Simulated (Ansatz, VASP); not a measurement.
# One calculation of Os, two programs

```xyz
2
Lattice="0.0000 2.7723 2.7723 2.7723 0.0000 2.7723 2.7723 2.7723 0.0000" Properties=species:S:1:pos:R:3 pbc="T T T"
Os    0.6931    0.6931    0.6931
Os    4.8516    4.8516    4.8516
```

Alike in both runs: task single point; functional LDA; k mesh 11 × 11 × 11; occupations fermi-dirac, width 0.1 eV; no spin polarisation.

```csv
,VASP,Ansatz
version,VASP 6.6.1,Ansatz 0.2.0
potentials or method,"VASP PAW LDA potentials, release 64 (Os), cutoff 520 eV","plane waves (420 eV) with PAW, scalar-relativistic"
valence electrons in the cell,16,32
```

Ansatz gave:

| Property | Result |
| --- | --- |
| pressure (GPa) | -8.3 |

What did VASP give for the same quantities?

Pressure (GPa): -9.6.

Ansatz warns that its potentials were made for another functional, while VASP's fit it. LDA's correlation is that of Perdew and Zunger in VASP and of Perdew and Wang (1992) in Ansatz. VASP's potentials hold 16 valence electrons a cell and Ansatz's 32, so a difference there can come from the potentials and not from the codes.

Neither program's run includes spin-orbit coupling.
